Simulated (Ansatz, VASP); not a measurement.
# Ti in VASP and in Ansatz

The input POSCAR:

```
Ti
1.0
    2.9499978604      0.0000000000      0.0000000000
   -1.4749989302      2.5547730882      0.0000000000
    0.0000000000      0.0000000000      4.6860000000
Ti
2
Direct
    0.3333333333      0.6666666667      0.2500000000
    0.6666666667      0.3333333333      0.7500000000
```

File INCAR.step1:

```
PREC = Accurate ; ENCUT = 440
ISMEAR = -1 ; SIGMA = 0.05
LREAL = False ; LASPH = True
NELM = 120 ; NBANDS = 19
GGA = PE ; ALGO = Normal
EDIFF = 1E-5 ; LWAVE = True
LCHARG = False ; GGA_COMPAT = False
```

INCAR.step2

```
PREC = Accurate ; ENCUT = 440
EDIFF = 1E-8 ; ISMEAR = -1
SIGMA = 0.05 ; LREAL = False
LASPH = True ; NELM = 120
ALGO = Normal ; ISIF = 2
LWAVE = False ; LCHARG = False
METAGGA = R2SCAN ; LMIXTAU = True
LEFG = True ; NBANDS = 19
ISTART = 1 ; GGA_COMPAT = False
```

KPOINTS

```
regular mesh
0
Gamma
  14 14 8
```

Input for Ansatz:

```yaml
crystal:
  lattice:
    - [2.9499978604, 0.0, 0.0]
    - [-1.4749989302, 2.5547730882, 0.0]
    - [0.0, 0.0, 4.686]
  atoms:
    - { symbol: Ti, position: [0.3333333333, 0.6666666667, 0.25] }
    - { symbol: Ti, position: [0.6666666667, 0.3333333333, 0.75] }
kpoints:
  mp_grid: { grid: [14, 14, 8] }
  band_path:
    path:
      - [0.0, 0.0, 0.0]
      - [0.5, 0.0, 0.0]
      - [0.3333333333, 0.3333333333, 0.0]
      - [0.0, 0.0, 0.0]
      - [0.0, 0.0, 0.5]
      - [0.5, 0.0, 0.5]
      - [0.3333333333, 0.3333333333, 0.5]
      - [0.0, 0.0, 0.5]
      - [0.5, 0.0, 0.5]
    npoints: 5
scf:
  occupations: { method: fermi_dirac, width: 0.05 }
hamiltonian:
  xc: r2scan
  pseudopotentials: { kind: paw }
output:
  forces: true
  stress: true
  eigenvalues: true
  efg: { contact_densities: true }
```

Alike in both runs: task electric field gradients; functional r2SCAN; k mesh 14 × 14 × 8; occupations fermi-dirac, width 0.05 eV; no spin polarisation.

```csv
,VASP,Ansatz
version,VASP 6.6.1,Ansatz 0.2.0
potentials or method,"VASP PAW PBE potentials, release 64 (Ti_sv)","PAW with Ansatz's default frozen-core files, scalar-relativistic"
plane-wave cutoff (eV),440,500
valence electrons in the cell,24,24
```

```csv
,VASP,Ansatz,Ansatz less VASP
pressure (GPa),-2.4,-2.3,+0.05
"traceless stress, the component that is largest in VASP (GPa)",-0.48,-0.48,+0.007
size of Vzz on the site where it differs most (V/Å²),16.5,18.2,+1.73
```

VASP's potentials were made for PBE, not for r2SCAN. With one functional, cell and mesh, what is left measures potentials, basis and numerics.
